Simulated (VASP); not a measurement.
# CsSnI3 (Pm-3m) in VASP: a series of runs, part 2 of 2

VASP 6.6.1. The steps go on from the part before.

**4. Relaxation of cell and atoms, PBE**

This run uses another cell than the first one, of 47.80 Å³/atom.

INCAR reads:

```
SYSTEM = CsSnI3
PREC = Accurate ; ENCUT = 600
EDIFF = 1E-7 ; ISMEAR = -1
SIGMA = 0.02 ; LREAL = .FALSE.
LASPH = .TRUE. ; NELM = 80
ALGO = Normal ; ISIF = 3
LWAVE = .FALSE. ; LCHARG = .FALSE.
GGA = PE ; IBRION = 2
NSW = 80 ; EDIFFG = -0.005
```

KPOINTS reads:

```
regular mesh
0
G
  4 4 4
  0 0 0
```

POSCAR reads:

```
CsSnI3
1.0
    6.2057000000      0.0000000000      0.0000000000
    0.0000000000      6.2057000000      0.0000000000
    0.0000000000      0.0000000000      6.2057000000
Cs Sn I
1 1 3
Direct
    0.0000000000      0.0000000000      0.0000000000
    0.5000000000      0.5000000000      0.5000000000
    0.0000000000      0.5000000000      0.5000000000
    0.5000000000      0.0000000000      0.5000000000
    0.5000000000      0.5000000000      0.0000000000
```

Command:

```console
$ cat potpaw_PBE.64/Cs_sv/POTCAR potpaw_PBE.64/Sn_d/POTCAR potpaw_PBE.64/I/POTCAR > POTCAR
$ mpirun -np 1 vasp_std > vasp.out
```

Wall time 3.4 min (1 thread of Intel Xeon Platinum 8375C at 2.90GHz (Ice Lake), shared host); peak memory 0.41 GiB.

Results (log left out):

```
Free energy                           : -13.9746 eV
Relaxed volume                        : 50.12 Å³/atom
Relaxed cell                          : a = 6.305 Å, b = 6.305 Å, c = 6.305 Å, α = 90.00°, β = 90.00°, γ = 90.00°
Space group after relaxing (to 0.1 Å) : Pm-3m (No. 221)
Energy gained by relaxing             : 5.6 meV/atom
Ionic steps                           : 3
Pressure after relaxing               : 0.0 GPa
Band gap on the k mesh                : 0.50 eV
```

Step by step:
```
step  energy change (eV)  largest force (eV/Å)  pressure (GPa)  volume (Å³)
   1              0.0000                0.0000            0.81       238.99
   2             -0.0262                0.0000            0.19       247.48
   3             -0.0280                0.0000           -0.01       250.62
```

Final structure:
```
Cs Sn I
1.0
     6.30479    0.00000    0.00000
     0.00000    6.30479    0.00000
     0.00000    0.00000    6.30479
Cs Sn I
1 1 3
Direct
  0.00000 0.00000 0.00000
  0.50000 0.50000 0.50000
  0.00000 0.50000 0.50000
  0.50000 0.00000 0.50000
  0.50000 0.50000 0.00000
```

Levels at points of the mesh, in eV from the valence-band top:
```csv
k point,band 19,band 20,band 21,band 22,band 23,band 24,band 25,band 26
"(0.00, 0.00, 0.00)",-2.04,-1.91,-1.91,-1.91,2.39,3.40,3.40,3.74
"(0.50, 0.00, 0.00)",-2.18,-2.01,-2.01,-1.42,1.23,3.86,4.12,4.29
"(0.50, 0.50, 0.00)",-2.32,-2.26,-1.51,-0.70,0.92,0.92,3.98,4.39
"(0.50, 0.50, 0.50)",-1.49,-1.49,-1.49,0.00,0.50,0.50,0.50,3.24
```

Caveat: semilocal functionals underestimate gaps, and a narrow one can read as zero; spin-orbit coupling is left out, which moves the levels of the heavy elements. A k mesh can miss the band edges.

**5. Relaxation of cell and atoms, PBEsol**

This run uses another cell than the first one, of 50.01 Å³/atom.

INCAR reads:

```
SYSTEM = CsSnI3
ALGO = Normal ; EDIFF = 1E-7
EDIFFG = -0.005 ; ENCUT = 600
GGA = PS ; IBRION = 2
ISIF = 3 ; ISMEAR = -1
LASPH = .TRUE. ; LCHARG = .FALSE.
LREAL = .FALSE. ; LWAVE = .FALSE.
NELM = 100 ; NSW = 80
PREC = Accurate ; SIGMA = 0.02
```

KPOINTS reads:

```
k-points
0
G
  4 4 4
  0 0 0
```

POSCAR: that of step 4 with these lines changed.

```diff
@@ -2,5 +2,5 @@
 1.0
-    6.2057000000      0.0000000000      0.0000000000
-    0.0000000000      6.2057000000      0.0000000000
-    0.0000000000      0.0000000000      6.2057000000
+    6.2998350287      0.0000000000      0.0000000000
+    0.0000000000      6.2998350287      0.0000000000
+    0.0000000000      0.0000000000      6.2998350287
 Cs Sn I
```

Command:

```console
$ cat potpaw_PBE.64/Cs_sv/POTCAR potpaw_PBE.64/Sn_d/POTCAR potpaw_PBE.64/I/POTCAR > POTCAR
$ mpirun -np 1 vasp_std > vasp.out
```

Run time: 4 min. Hardware: 1 thread of Intel Xeon Platinum 8375C at 2.90GHz (Ice Lake), shared host; peak memory 0.42 GiB.

It converged, with:

| Quantity | Value |
| --- | --- |
| Free energy | -15.0064 eV |
| Relaxed volume | 46.71 Å³/atom |
| Relaxed cell | a = 6.158 Å, b = 6.158 Å, c = 6.158 Å, α = 90.00°, β = 90.00°, γ = 90.00° |
| Space group after relaxing (to 0.1 Å) | Pm-3m (No. 221) |
| Energy gained by relaxing | 11.4 meV/atom |
| Ionic steps | 4 |
| Pressure after relaxing | 0.0 GPa |
| Band gap on the k mesh | 0.14 eV |

Step by step:
| step | energy change (eV) | largest force (eV/Å) | pressure (GPa) | volume (Å³) |
| --- | --- | --- | --- | --- |
| 1 | 0.0000 | 0.0000 | -1.05 | 250.03 |
| 2 | -0.0519 | 0.0000 | -0.35 | 238.39 |
| 3 | -0.0571 | 0.0000 | -0.02 | 233.88 |
| 4 | -0.0571 | 0.0000 | 0.00 | 233.57 |

Final structure:
```
CELL_PARAMETERS angstrom
6.15843 0.00000 0.00000
0.00000 6.15843 0.00000
0.00000 0.00000 6.15843
ATOMIC_POSITIONS crystal
Cs 0.00000 0.00000 0.00000
Sn 0.50000 0.50000 0.50000
I 0.00000 0.50000 0.50000
I 0.50000 0.00000 0.50000
I 0.50000 0.50000 0.00000
```

Levels at points of the mesh, in eV from the valence-band top:
| k point | band 20 | band 21 | band 22 | band 23 | band 24 | band 25 |
| --- | --- | --- | --- | --- | --- | --- |
| (0.00, 0.00, 0.00) | -2.32 | -2.32 | -2.32 | 1.95 | 2.87 | 2.87 |
| (0.50, 0.00, 0.00) | -2.45 | -2.45 | -1.66 | 0.95 | 3.57 | 3.69 |
| (0.50, 0.50, 0.00) | -2.67 | -1.87 | -0.82 | 0.62 | 0.62 | 3.91 |
| (0.50, 0.50, 0.50) | -1.85 | -1.85 | 0.00 | 0.14 | 0.14 | 0.14 |

Caveat: semilocal functionals underestimate gaps, and a narrow one can read as zero; the PAW data sets were made with another functional, which shifts forces and pressure a little; spin-orbit coupling is left out, which moves the levels of the heavy elements.

**6. Overview**

```csv
task,level,cell,cutoff (eV),smearing,gap on the mesh (eV),pressure (GPa),relaxed volume (Å³/atom)
single point,r2SCAN,"a = 6.241 Å, 5 atoms",520,fermi-dirac 0.02 eV,0.50,0.0,-
single point,r2SCAN,"a = 6.241 Å, 5 atoms",520,gaussian 0.01 eV,0.50,0.0,-
relaxation of cell and atoms,PBE,"relaxed from a = 6.206 Å, 5 atoms",600,fermi-dirac 0.02 eV,0.50,0.0,50.12
relaxation of cell and atoms,PBEsol,"relaxed from a = 6.300 Å, 5 atoms",600,fermi-dirac 0.02 eV,0.14,0.0,46.71
```

Alike in all rows: potentials or basis VASP PAW PBE potentials, release 64 (Cs_sv, Sn_d, I); no spin polarisation; k mesh 4 × 4 × 4.

Caveats: semilocal functionals underestimate gaps, and a narrow one can read as zero; spin-orbit coupling is left out, which moves the levels of the heavy elements; the PAW data sets were made with another functional, which shifts forces and pressure a little (at least some runs).

Total energies depend on the potentials used, so only differences within one code and one set of settings carry meaning.
